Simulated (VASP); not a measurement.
Input of a VASP 6.6.1 run:

File POSCAR:

```
BP
1.0
    0.0000000000      2.2539776244      2.2940366186
    2.2539776244      0.0000000000      2.2940366186
    2.2539776244      2.2539776244      0.0000000000
B P
1 1
Direct
    0.0000000000      0.0000000000      0.0000000000
    0.2500000000      0.2500000000      0.2500000000
```

The input INCAR.step1:

```
  PREC = Accurate
  ENCUT = 500
  EDIFF = 1E-8
  ISMEAR = 0
  SIGMA = 0.01
  LREAL = F
  LASPH = T
  NELM = 80
  ALGO = Normal
  LWAVE = T
  LCHARG = F
  GGA = PS
```

Contents of INCAR.step2:

```
  PREC = Accurate
  ENCUT = 500
  EDIFF = 1E-8
  ISMEAR = 0
  SIGMA = 0.01
  LREAL = F
  LASPH = T
  NELM = 1
  ALGO = Exact
  LWAVE = T
  LCHARG = F
  GGA = PS
  NBANDS = 131
  LOPTICS = T
  ISTART = 1
```

File INCAR.step3:

```
  PREC = Accurate
  ENCUT = 500
  EDIFF = 1E-8
  ISMEAR = 0
  SIGMA = 0.01
  LREAL = F
  LASPH = T
  ALGO = EVGW0
  LWAVE = F
  LCHARG = F
  GGA = PS
  NELMGW = 1
  NBANDS = 131
  ENCUTGW = 180.0
  NOMEGA = 96
  PRECFOCK = Fast
  ISTART = 1
  NBANDSGW = 12
  OMEGAMAX = 30
```

The input KPOINTS:

```
regular mesh
0
Gamma
  6 6 6
```

Potentials or basis: VASP PAW PBE potentials, release 64 (B_GW, P_GW).

Launch:

```bash
$ cat potpaw_PBE.64/B_GW/POTCAR potpaw_PBE.64/P_GW/POTCAR > POTCAR
$ cp INCAR.step1 INCAR
$ mpirun -np 1 vasp_std > vasp.out
$ cp INCAR.step2 INCAR
$ mpirun -np 1 vasp_std > vasp.out
$ cp INCAR.step3 INCAR
$ mpirun -np 1 vasp_std > vasp.out
```

Problem. Estimate the quasiparticle gap.

Solution. 1.87 eV.

Problem. Estimate the least direct quasiparticle gap.

Solution. 4.22 eV.

Problem. Estimate the least direct gap of the starting levels on the mesh.

Solution. 3.28 eV.

Problem. Predict the band gap of the starting levels on the mesh.

Solution. 1.10 eV.

Caveat: the k points lie up to 0.40 Å⁻¹ apart; bands, screening cutoff and mesh are small and nothing is extrapolated, so the quasiparticle values aren't converged.
